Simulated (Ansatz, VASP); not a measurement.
# One calculation of AlN, two programs

INCAR

```
PREC = Accurate
ENCUT = 520
EDIFF = 1E-8
ISMEAR = -1
SIGMA = 0.02
LREAL = F
LASPH = T
NELM = 120
ALGO = Normal
ISIF = 2
LWAVE = F
LCHARG = F
GGA = PE
LEFG = T
NBANDS = 11
GGA_COMPAT = F
```

Contents of KPOINTS:

```
Automatic mesh
0
Gamma
  10 10 10
```

File POSCAR:

```
AlN
1.0
    0.0000000000      1.9186600000      1.9780000000
    1.9186600000      0.0000000000      1.9780000000
    1.9186600000      1.9186600000      0.0000000000
Al N
1 1
Direct
    0.0000000000      0.0000000000      0.0000000000
    0.5000000000      0.5000000000      0.5000000000
```

Input for Ansatz:

```yaml
crystal:
  lattice:
    - [0.0, 1.91866, 1.978]
    - [1.91866, 0.0, 1.978]
    - [1.91866, 1.91866, 0.0]
  atoms:
    - { symbol: Al, position: [0.0, 0.0, 0.0] }
    - { symbol: "N", position: [0.5, 0.5, 0.5] }
kpoints:
  mp_grid: { grid: [10, 10, 10] }
scf:
  occupations: { method: fermi_dirac, width: 0.02 }
hamiltonian:
  xc: pbe
  pseudopotentials: { kind: all_electron, datasets: crystal }
output:
  forces: true
  stress: true
  eigenvalues: true
  efg: { contact_densities: true }
```

Change from the starting cell: equal xx and yy strain of -3 %, crystal datasets.

Alike in both runs: task electric field gradients; functional PBE; k mesh 10 × 10 × 10; occupations fermi-dirac, width 0.02 eV; no spin polarisation.

```csv
,VASP,Ansatz
version,VASP 6.6.1,Ansatz 0.2.0
potentials or method,"VASP PAW PBE potentials, release 64 (Al, N), cutoff 520 eV","all-electron PAW with datasets made for the crystal, scalar-relativistic"
```

|  | VASP | Ansatz | Ansatz less VASP |
| --- | --- | --- | --- |
| gap on the k mesh at the Fermi level (eV) | 4.83 | 4.84 | +0.005 |
| pressure (GPa) | 49.6 | 49.8 | +0.22 |
| traceless stress, the component that is largest in VASP (GPa) | -11.05 | -11.06 | -0.011 |
| size of Vzz on the site where it differs most (V/Å²) | 4.8 | 4.4 | -0.45 |

Both programs put the cell under a high pressure, so it lies far from rest at this level. Ansatz ran all-electron here, and VASP with PAW potentials.
